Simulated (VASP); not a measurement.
# AlC2H6 in VASP: single point with PBE+D3(BJ)

Aim: the single point of AlC2H6 with PBE+D3(BJ).

Everything below comes from runs of VASP 6.6.1. Logs are shortened: lines on timing, memory, paths and dates and some standing lists are left out, and cuts for length are marked.

## 1. The cell of the first run

The cell holds a molecule in a box, 9 atoms: a = 15.000 Å, b = 15.500 Å, c = 16.000 Å, α = 90.00°, β = 90.00°, γ = 90.00°.

## 2. Single point, PBE+D3(BJ), collinear spin, ferromagnetic start

The input, INCAR:

```
  ALGO = Normal
  EDIFF = 1E-6
  ENCUT = 520
  GGA = PE
  ISIF = 2
  ISMEAR = 0
  ISPIN = 2
  ISYM = 0
  IVDW = 12
  LASPH = T
  LCHARG = F
  LORBIT = 11
  LREAL = F
  LWAVE = F
  MAGMOM = 1 0 0 0 0 0 0 0 0
  NBANDS = 22
  NELM = 150
  PREC = Accurate
  SIGMA = 0.005
```

The input, KPOINTS:

```
k-points
0
Gamma
  1 1 1
```

The input, POSCAR:

```
AlH6C2
1.0
   15.0000000000      0.0000000000      0.0000000000
    0.0000000000     15.5000000000      0.0000000000
    0.0000000000      0.0000000000     16.0000000000
Al C H
1 2 6
Direct
    0.4999063808      0.4995043503      0.4349522870
    0.6129896222      0.4998462589      0.4989195884
    0.3860265735      0.5000577479      0.4973992258
    0.6004737452      0.4977775665      0.5666802792
    0.6550680794      0.4443487131      0.4821608494
    0.6522850834      0.5580870435      0.4851007085
    0.3261303838      0.5008422921      0.4581130146
    0.3830226506      0.4426018680      0.5379302471
    0.3840974813      0.5569341597      0.5387438002
```

Potentials or basis: VASP PAW PBE potentials, release 64 (Al, C, H).

Command:

```
$ cat potpaw_PBE.64/Al/POTCAR potpaw_PBE.64/C/POTCAR potpaw_PBE.64/H/POTCAR > POTCAR
$ mpirun -np 1 vasp_gam > vasp.out
```

OUTCAR:

```text
EDIFF = 1E-6
   ENCUT = 520
   GGA = PE
   ISIF = 2
   ISMEAR = 0
   ISPIN = 2
   ISYM = 0
   IVDW = 12
   LASPH = T
   LORBIT = 11
   LREAL = F
   NELM = 150
   PREC = Accurate
 IVDW          = 12

 ion  position               nearest neighbor table
   1  0.500  0.500  0.435-   3 1.98   2 1.98
   2  0.613  0.500  0.499-   5 1.10   6 1.10   4 1.10   1 1.98
   3  0.386  0.500  0.497-   7 1.10   9 1.10   8 1.10   1 1.98
   4  0.600  0.498  0.567-   2 1.10
   5  0.655  0.444  0.482-   2 1.10
   6  0.652  0.558  0.485-   2 1.10
   7  0.326  0.501  0.458-   3 1.10
   8  0.383  0.443  0.538-   3 1.10
   9  0.384  0.557  0.539-   3 1.10

IMPORTANT INFORMATION: All symmetrisations will be switched off!
NOSYMM: (Re-)initialisation of all symmetry stuff for point group C_1.

----------------------------------------------------------------------------------------

                                     Primitive cell

  volume of cell :    3720.0000

  direct lattice vectors                    reciprocal lattice vectors
    15.000000000  0.000000000  0.000000000     0.066666667  0.000000000  0.000000000
     0.000000000 15.500000000  0.000000000     0.000000000  0.064516129  0.000000000
     0.000000000  0.000000000 16.000000000     0.000000000  0.000000000  0.062500000

  length of vectors
    15.000000000 15.500000000 16.000000000     0.066666667  0.064516129  0.062500000

  position of ions in fractional coordinates (direct lattice)
     0.499906381  0.499504350  0.434952287
     0.612989622  0.499846259  0.498919588
     0.386026573  0.500057748  0.497399226
     0.600473745  0.497777566  0.566680279
     0.655068079  0.444348713  0.482160849
     0.652285083  0.558087044  0.485100708
     0.326130384  0.500842292  0.458113015
     0.383022651  0.442601868  0.537930247
     0.384097481  0.556934160  0.538743800

  ion indices of the primitive-cell ions
   primitive index   ion index
                 1           1
                 2           2
                 3           3
                 4           4
                 5           5
                 6           6
                 7           7
                 8           8
                 9           9

----------------------------------------------------------------------------------------

 KPOINTS: k-points

Automatic generation of k-mesh.
 Grid dimensions read from file:
 generate k-points for:    1    1    1

 Generating k-lattice:

  Cartesian coordinates                     Fractional coordinates (reciprocal lattice)
     0.066666667  0.000000000  0.000000000     1.000000000  0.000000000  0.000000000
     0.000000000  0.064516129  0.000000000     0.000000000  1.000000000  0.000000000
     0.000000000  0.000000000  0.062500000     0.000000000  0.000000000  1.000000000

  Length of vectors
     0.066666667  0.064516129  0.062500000

  Shift w.r.t. Gamma in fractional coordinates (k-lattice)
     0.000000000  0.000000000  0.000000000

 Subroutine IBZKPT returns following result:
 ===========================================

 Found      1 irreducible k-points:

 Following reciprocal coordinates:
            Coordinates               Weight
  0.000000  0.000000  0.000000      1.000000
   k-points           NKPTS =      1   k-points in BZ     NKDIM =      1   number of bands    NBANDS=     22
   number of dos      NEDOS =    301   number of ions     NIONS =      9
   total plane-waves  NPLWV = ******
   dimension x,y,z NGX =   112 NGY =  120 NGZ =  120
   dimension x,y,z NGXF=   224 NGYF=  240 NGZF=  240
   ions per type =               1   2   6
   NGX,Y,Z   is equivalent  to a cutoff of  12.41, 12.87, 12.47 a.u.
   NGXF,Y,Z  is equivalent  to a cutoff of  24.83, 25.74, 24.94 a.u.
 SYSTEM =  unknown system
   PREC   = accura    normal or accurate (medium, high low for compatibility)
   ISTART =      0    job   : 0-new  1-cont  2-samecut
   ICHARG =      2    charge: 1-file 2-atom 10-const
   ISPIN  =      2    spin polarized calculation?
   LNONCOLLINEAR =      F non collinear calculations
   LSORBIT =      F    spin-orbit coupling
   LASPH  =      T    aspherical Exc in radial PAW
   ENCUT  =  520.0 eV  38.22 Ry    6.18 a.u.  27.89 28.82 29.75*2*pi/ulx,y,z
   NELM   =    150;   NELMIN=  2; NELMDL= -5     # of ELM steps
   EDIFF  = 0.1E-05   stopping-criterion for ELM
   LREAL  =      F    real-space projection
   EDIFFG = 0.1E-04   stopping-criterion for IOM
   NSW    =      0    number of steps for IOM
   IBRION =     -1    ionic relax: 0-MD 1-quasi-New 2-CG
   NFREE  =      0    steps in history (QN), initial steepest desc. (CG)
   ISIF   =      2    stress and relaxation
   ISYM   =      0    0-nonsym 1-usesym 2-fastsym
   POTIM  = 0.5000    time-step for ionic-motion
   TEBEG  =    0.0;   TEEND  =   0.0 temperature during run
   PSTRESS=    0.0 pullay stress
   NELECT =      17.0000    total number of electrons
   NUPDOWN=      -1.0000    fix difference up-down
   EMIN   =  10.00;   EMAX   =-10.00  energy-range for DOS
   EFERMI =   0.00;   METHOD = LEGACY
   ISMEAR =     0;   SIGMA  =   0.01  broadening in eV -4-tet -1-fermi 0-gaus
   EFERMI_NEDOS =   21; number of points for ismear=-14 and -15
   IALGO  =     38    algorithm
   IMIX   =      4    mixing-type and parameters
     AMIX     =   0.40;   BMIX     =  1.00
     AMIX_MAG =   1.60;   BMIX_MAG =  1.00
  volume/ion in A,a.u.               =     413.33      2789.31
  Fermi-wavevector in a.u.,A,eV,Ry     =   0.271671  0.513384  1.004181  0.073805
  Thomas-Fermi vector in A             =   1.111413
   LORBIT       =     11    0 simple, 1 ext, 2 COOP (PROOUT), +10 PAW based schemes
   GGA     = PE    functional components
   LHFCALC =     F    Hartree Fock is set to
   AEXX    =    0.0000 exact exchange contribution
   IVDW    =    12    specifies the selected vdW correction
   LEPSILON=     F    determine dielectric tensor
   LRPA    =     F    only Hartree local field effects (RPA)
 spin polarized calculation
 Gauss-broadening in eV      SIGMA  =   0.01
  energy-cutoff  :      520.00
  volume of cell :     3720.00
 maximum number of plane-waves:     50071
 NGX is ok and might be reduce to   112
   NGX = 55   NGY = 57   NGZ = 59

 number of electron      16.9999997 magnetization       1.0000000

 Free energy of the ion-electron system (eV)
  ---------------------------------------------------
  ext. energy  EPLUGINS =         0.00000000
  ---------------------------------------------------
  free energy    TOTEN  =       -41.85471046 eV

  energy without entropy =      -41.85471046  energy(sigma->0) =      -41.85471046

 E-fermi :  -3.8781     XC(G=0):  -0.4373

 val. band max:       -3.9304956104   @ k =   0.0000   0.0000   0.0000
 cond. band min:      -2.4562325600   @ k =   0.0000   0.0000   0.0000
 fundamental gap:      1.4742630505
 Fermi energy:        -3.8780710063

 spin component 1

 k-point     1 :       0.0000    0.0000    0.0000
  band No.  band energies     occupation
      1     -16.5971      1.00000
      2     -16.3457      1.00000
      3      -9.5268      1.00000
      4      -9.4359      1.00000
      5      -9.2527      1.00000
      6      -9.2282      1.00000
[... 12 lines left out ...]
     19       0.7793      0.00000
     20       0.8697      0.00000
 Fermi energy:        -3.8780710063

 spin component 2

 k-point     1 :       0.0000    0.0000    0.0000
  band No.  band energies     occupation
      1     -16.5075      1.00000
      2     -16.2662      1.00000
      3      -9.4723      1.00000
      4      -9.3974      1.00000
      5      -9.2215      1.00000
      6      -9.1722      1.00000
[... 12 lines left out ...]
     19       0.9600      0.00000
     20       1.0016      0.00000
 [bands above 20 left out]

------------------------ aborting loop because EDIFF is reached ----------------------------------------

 Edisp (eV)   -0.14270

 E8    (eV) :    -0.0477

  FORCE on cell =-STRESS in cart. coord.  units (eV):
  Direction    XX          YY          ZZ          XY          YZ          ZX
  --------------------------------------------------------------------------------------
  -------------------------------------------------------------------------------------
  Total      -0.05963    -0.02571    -0.05548    -0.00214    -0.00009    -0.00030
  in kB      -0.02568    -0.01107    -0.02389    -0.00092    -0.00004    -0.00013
  external pressure =       -0.02 kB  Pullay stress =        0.00 kB

 VOLUME and BASIS-vectors are now :
 -----------------------------------------------------------------------------
  energy-cutoff  :      520.00
  volume of cell :     3720.00
      direct lattice vectors                 reciprocal lattice vectors
    15.000000000  0.000000000  0.000000000     0.066666667  0.000000000  0.000000000
     0.000000000 15.500000000  0.000000000     0.000000000  0.064516129  0.000000000
     0.000000000  0.000000000 16.000000000     0.000000000  0.000000000  0.062500000

 POSITION                                       TOTAL-FORCE (eV/Angst)
 -----------------------------------------------------------------------------------
      7.49860      7.74232      6.95924        -0.000395     -0.001090      0.010247
      9.19484      7.74762      7.98271        -0.016943     -0.000719     -0.013357
      5.79040      7.75090      7.95839         0.013737      0.001656     -0.017399
      9.00711      7.71555      9.06688        -0.008176     -0.001247      0.022321
      9.82602      6.88741      7.71457         0.014171     -0.019759     -0.007815
      9.78428      8.65035      7.76161         0.012479      0.021500     -0.006461
      4.89196      7.76306      7.32981        -0.018973      0.000328     -0.015438
      5.74534      6.86033      8.60688         0.002577     -0.021965      0.013795
      5.76146      8.63248      8.61990         0.001524      0.021298      0.014107
 -----------------------------------------------------------------------------------
    total drift:                               -0.000264     -0.000113      0.000031

  FREE ENERGIE OF THE ION-ELECTRON SYSTEM (eV)
  ---------------------------------------------------
  free  energy   TOTEN  =       -41.9974084309 eV

  energy  without entropy=      -41.9974084309  energy(sigma->0) =      -41.99740843

 total charge

# of ion       s       p       d       tot
------------------------------------------
    1        0.472   0.334   0.000   0.806
    2        0.838   1.757   0.000   2.595
    3        0.838   1.757   0.000   2.595
    4        0.629   0.045   0.000   0.673
    5        0.628   0.045   0.000   0.673
    6        0.627   0.045   0.000   0.672
    7        0.633   0.045   0.000   0.678
    8        0.625   0.044   0.000   0.670
    9        0.625   0.044   0.000   0.670
--------------------------------------------------
tot          5.916   4.116   0.000  10.033

 magnetization (x)

# of ion       s       p       d       tot
------------------------------------------
    1        0.055   0.101   0.000   0.156
    2        0.013   0.043   0.000   0.056
    3        0.013   0.045   0.000   0.058
    4        0.007   0.001   0.000   0.008
    5       -0.002   0.000   0.000  -0.001
    6       -0.002   0.000   0.000  -0.001
    7       -0.001   0.001   0.000  -0.000
    8        0.002   0.001   0.000   0.002
    9        0.002   0.001   0.000   0.003
--------------------------------------------------
tot          0.088   0.192   0.000   0.280
```

Run time: 18 min. Hardware: 1 thread of AMD EPYC 7R43 (Zen 3), shared host; peak memory 3.5 GiB.

Results:

| Quantity | Value |
| --- | --- |
| Free energy | -41.9974 eV |
| Largest force | 0.026 eV/Å |
| Gap between the frontier levels | 1.47 eV |
| Net moment | 1.00 μB per cell |
| Site moments | Al +0.16; C +0.06; H +0.01, -0.00, +0.00 μB |
| Valence electrons inside the program's atomic spheres | Al 0.81; C 2.60; H 0.67, 0.68 |
| Dispersion energy per atom | -0.016 eV |

Forces in eV/Å, atoms in the order of the input:
```
Al   0.000 -0.001  0.010
C   -0.017 -0.001 -0.013
C    0.014  0.002 -0.017
H   -0.008 -0.001  0.022
H    0.014 -0.020 -0.008
H    0.012  0.021 -0.006
H   -0.019  0.000 -0.015
H    0.003 -0.022  0.014
H    0.002  0.021  0.014
```

Levels at points of the mesh, in eV from the valence-band top:
Spin up:
```csv
k point,band 6,band 7,band 8,band 9,band 10,band 11,band 12,band 13
"(0.00, 0.00, 0.00)",-5.30,-4.86,-2.54,0.00,2.00,3.40,3.77,4.00
```
Spin down:
| k point | band 4 | band 5 | band 6 | band 7 | band 8 | band 9 | band 10 | band 11 | band 12 | band 13 |
| --- | --- | --- | --- | --- | --- | --- | --- | --- | --- | --- |
| (0.00, 0.00, 0.00) | -5.47 | -5.29 | -5.24 | -4.51 | -2.33 | 1.47 | 2.65 | 3.58 | 4.00 | 4.20 |
